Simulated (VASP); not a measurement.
# K (Cmcm) in VASP: relaxation of cell and atoms with PBE+D3(BJ)

Aim: the relaxation of cell and atoms of K with PBE+D3(BJ).

All numbers are computed with VASP 6.6.1; they aren't measurements. Logs are shortened: lines on timing, memory, paths and dates and some standing lists are left out, and cuts for length are marked.

## (1) The cell of the first run

It takes space group Cmcm (No. 63, orthorhombic). The conventional cell has a = 4.876 Å, b = 8.095 Å, c = 7.812 Å, α = 90.00°, β = 90.00°, γ = 90.00°.

## (2) Relaxation of cell and atoms, PBE+D3(BJ)

File INCAR:

```
PREC     = Accurate       # precision mode
ENCUT    = 600            # plane-wave cutoff, eV
EDIFF    = 1E-6           # SCF threshold, eV
ISMEAR   = 0              # smearing method
SIGMA    = 0.1            # smearing width, eV
LREAL    = False          # projectors in reciprocal space
LASPH    = True           # aspherical terms in the spheres
NELM     = 100            # most SCF steps
ALGO     = Normal         # electronic algorithm
ISIF     = 3              # what is computed and relaxed
LWAVE    = False          # write WAVECAR
LCHARG   = False          # write CHGCAR
GGA      = PE             # functional
IVDW     = 12             # dispersion correction
IBRION   = 2              # ionic algorithm
NSW      = 100            # ionic steps
EDIFFG   = -0.005         # ionic threshold
```

File KPOINTS:

```
regular mesh
0
Gamma
  10 10 6
```

File POSCAR:

```
K
1.0
    2.4379623500     -4.0476104500      0.0000000000
    2.4379623500      4.0476104500      0.0000000000
    0.0000000000      0.0000000000      7.8117980100
K
2
Direct
    0.8206130200      0.1793869800      0.2500000000
    0.1793869800      0.8206130200      0.7500000000
```

Potentials or basis: VASP PAW PBE potentials, release 64 (K_sv).

On the command line:

```sh
> cat potpaw_PBE.64/K_sv/POTCAR > POTCAR
> mpirun -np 1 vasp_std > vasp.out
```

OUTCAR:

```text
PREC = Accurate
   ENCUT = 600
   EDIFF = 1E-6
   ISMEAR = 0
   LREAL = False
   LASPH = True
   NELM = 100
   ISIF = 3
   GGA = PE
   IVDW = 12
   IBRION = 2
   NSW = 100
   EDIFFG = -0.005
 IVDW          = 12

 ion  position               nearest neighbor table
   1  0.821  0.179  0.250-
   2  0.179  0.821  0.750-

  LATTYP: Found a base centered orthorhombic cell.
 ALAT       =     4.8759247000
 B/A-ratio  =     1.6602432150
 C/A-ratio  =     1.6021162119

  Lattice vectors:

 A1 = (   2.4379623500,  -4.0476104500,   0.0000000000)
 A2 = (   2.4379623500,   4.0476104500,   0.0000000000)
 A3 = (   0.0000000000,   0.0000000000,   7.8117980100)

Analysis of symmetry for initial positions (statically):
=====================================================================
 Subroutine PRICEL returns:
 Original cell was already a primitive cell.

 Routine SETGRP: Setting up the symmetry group for a
 base centered orthorhombic supercell.

 Subroutine GETGRP returns: Found  8 space group operations
 (whereof  4 operations were pure point group operations)
 out of a pool of  8 trial point group operations.

The static configuration has the point symmetry C_2h.
 The point group associated with its full space group is D_2h.

Analysis of symmetry for dynamics (positions and initial velocities):
=====================================================================
 Subroutine PRICEL returns:
 Original cell was already a primitive cell.

 Routine SETGRP: Setting up the symmetry group for a
 base centered orthorhombic supercell.

 Subroutine GETGRP returns: Found  8 space group operations
 (whereof  4 operations were pure point group operations)
 out of a pool of  8 trial point group operations.

The dynamic configuration has the point symmetry C_2h.
 The point group associated with its full space group is D_2h.

 Subroutine INISYM returns: Found  8 space group operations
 (whereof  4 operations are pure point group operations),
 and found     1 'primitive' translations

----------------------------------------------------------------------------------------

                                     Primitive cell

  volume of cell :     154.1724

  direct lattice vectors                    reciprocal lattice vectors
     2.437962350 -4.047610450  0.000000000     0.205089303 -0.123529674  0.000000000
     2.437962350  4.047610450  0.000000000     0.205089303  0.123529674  0.000000000
     0.000000000  0.000000000  7.811798010     0.000000000  0.000000000  0.128011502

  length of vectors
     4.725125477  4.725125477  7.811798010     0.239418468  0.239418468  0.128011502

  position of ions in fractional coordinates (direct lattice)
[... 83 lines left out ...]
   IBRION =      2    ionic relax: 0-MD 1-quasi-New 2-CG
   NFREE  =      1    steps in history (QN), initial steepest desc. (CG)
   ISIF   =      3    stress and relaxation
   ISYM   =      2    0-nonsym 1-usesym 2-fastsym
   POTIM  = 0.5000    time-step for ionic-motion
   TEBEG  =    0.0;   TEEND  =   0.0 temperature during run
   PSTRESS=    0.0 pullay stress
   NELECT =      18.0000    total number of electrons
   NUPDOWN=      -1.0000    fix difference up-down
   EMIN   =  10.00;   EMAX   =-10.00  energy-range for DOS
   EFERMI =   0.00;   METHOD = LEGACY
   ISMEAR =     0;   SIGMA  =   0.10  broadening in eV -4-tet -1-fermi 0-gaus
   EFERMI_NEDOS =   21; number of points for ismear=-14 and -15
   IALGO  =     38    algorithm
   IMIX   =      4    mixing-type and parameters
     AMIX     =   0.40;   BMIX     =  1.00
     AMIX_MAG =   1.60;   BMIX_MAG =  1.00
  volume/ion in A,a.u.               =      77.09       520.20
  Fermi-wavevector in a.u.,A,eV,Ry     =   0.800135  1.512036  8.710674  0.640216
  Thomas-Fermi vector in A             =   1.907373
   LORBIT       =      0    0 simple, 1 ext, 2 COOP (PROOUT), +10 PAW based schemes
   GGA     = PE    functional components
   LHFCALC =     F    Hartree Fock is set to
   AEXX    =    0.0000 exact exchange contribution
   IVDW    =    12    specifies the selected vdW correction
   LEPSILON=     F    determine dielectric tensor
   LRPA    =     F    only Hartree local field effects (RPA)
 conjugate gradient relaxation of ions
 non-spin polarized calculation
 Gauss-broadening in eV      SIGMA  =   0.10
  energy-cutoff  :      600.00
  volume of cell :      154.17
 maximum number of plane-waves:      5179
 NGX is ok and might be reduce to    40
   NGX = 19   NGY = 19   NGZ = 31

--------------------------------------- Ionic step        1  -------------------------------------------

 number of electron      18.0000001 magnetization

 Free energy of the ion-electron system (eV)
  ---------------------------------------------------
  ext. energy  EPLUGINS =         0.00000000
  ---------------------------------------------------
  free energy    TOTEN  =        -2.09748015 eV

  energy without entropy =       -2.08986371  energy(sigma->0) =       -2.09367193

------------------------ aborting loop because EDIFF is reached ----------------------------------------

 Edisp (eV)   -0.21573

 E8    (eV) :    -0.1164
[... 71 lines left out ...]
--------------------------------------- Ionic step        3  -------------------------------------------

 number of electron      18.0000000 magnetization

 E-fermi :  -0.0029     XC(G=0):  -5.7886

 val. band max:       -0.0034726971   @ k =   0.5000   0.3000   0.3333
 cond. band min:      -0.0016113749   @ k =  -0.2000   0.1000   0.1667
 fundamental gap:      0.0018613222
 Fermi energy:        -0.0029060469

 k-point     1 :       0.0000    0.0000    0.0000
  band No.  band energies     occupation
      1     -32.0872      2.00000
      2     -32.0823      2.00000
      3     -15.6154      2.00000
      4     -15.5485      2.00000
      5     -15.5415      2.00000
      6     -15.5339      2.00000
      7     -15.5336      2.00000
      8     -15.5335      2.00000
      9      -2.2309      2.00000
     10       0.3375      0.00000
     11       0.5896      0.00000
     12       3.9465      0.00000
     13       4.2146      0.00000
[... 607 lines left out ...]
--------------------------------------- Ionic step        9  -------------------------------------------

 number of electron      18.0000000 magnetization

 Free energy of the ion-electron system (eV)
  ---------------------------------------------------
  ext. energy  EPLUGINS =         0.00000000
  ---------------------------------------------------
  free energy    TOTEN  =        -2.09205700 eV

  energy without entropy =       -2.08507585  energy(sigma->0) =       -2.08856643

 E-fermi :   0.0141     XC(G=0):  -5.8076

 val. band max:        0.0004494369   @ k =   0.5000   0.3000   0.3333
 cond. band min:       0.0173383372   @ k =   0.4000  -0.0000   0.5000
 fundamental gap:      0.0168889003
 Fermi energy:         0.0140827523

 k-point     1 :       0.0000    0.0000    0.0000
  band No.  band energies     occupation
      1     -32.0649      2.00000
      2     -32.0596      2.00000
      3     -15.5963      2.00000
      4     -15.5266      2.00000
      5     -15.5193      2.00000
      6     -15.5111      2.00000
      7     -15.5108      2.00000
      8     -15.5104      2.00000
      9      -2.2239      2.00000
     10       0.3748      0.00000
     11       0.6337      0.00000
     12       3.9858      0.00000
     13       4.2591      0.00000
[... 401 lines left out ...]
  FREE ENERGIE OF THE ION-ELECTRON SYSTEM (eV)
  ---------------------------------------------------
  free  energy   TOTEN  =        -2.3334662622 eV

  energy  without entropy=       -2.3264851053  energy(sigma->0) =       -2.32997568

 reached required accuracy - stopping structural energy minimisation
```

Wall time 11 min (1 thread of Intel Xeon 6975P-C (Granite Rapids), shared host); peak memory 0.51 GiB.

What came out:

```
Free energy                           : -2.3335 eV
Relaxed volume                        : 68.99 Å³/atom
Relaxed cell                          : a = 4.584 Å, b = 4.584 Å, c = 7.472 Å, α = 90.00°, β = 90.00°, γ = 118.49°
Space group after relaxing (to 0.1 Å) : Cmcm (No. 63)
Energy gained by relaxing             : 10.1 meV/atom
Ionic steps                           : 9
Pressure after relaxing               : 0.0 GPa
Largest force after relaxing          : 0.005 eV/Å
Band gap on the k mesh                : zero (bands 9 and 10 overlap by 2.42 eV)
Dispersion energy per atom            : -0.121 eV
```

Forces in eV/Å, atoms in the order of the input:
```
K    0.000 -0.005  0.000
K    0.000  0.005  0.000
```

Step by step:
| step | energy change (eV) | largest force (eV/Å) | pressure (GPa) | volume (Å³) |
| --- | --- | --- | --- | --- |
| 1 | 0.0000 | 0.0018 | -0.37 | 154.17 |
| 2 | -0.0082 | 0.0019 | -0.30 | 150.24 |
| 3 | -0.0201 | 0.0024 | -0.02 | 139.03 |
| 4 | -0.0202 | 0.0024 | 0.00 | 138.24 |
| 5 | -0.0202 | 0.0024 | 0.01 | 137.93 |
| 6 | -0.0202 | 0.0028 | 0.01 | 137.94 |
| 7 | -0.0203 | 0.0037 | 0.01 | 137.96 |
| 8 | -0.0202 | 0.0060 | 0.01 | 138.00 |
| 9 | -0.0203 | 0.0048 | 0.01 | 137.97 |

Final structure:
```
K
1.0
     2.34393   -3.93917    0.00000
     2.34393    3.93917    0.00000
     0.00000    0.00000    7.47164
K
2
Direct
  0.82081 0.17919 0.25000
  0.17919 0.82081 0.75000
```
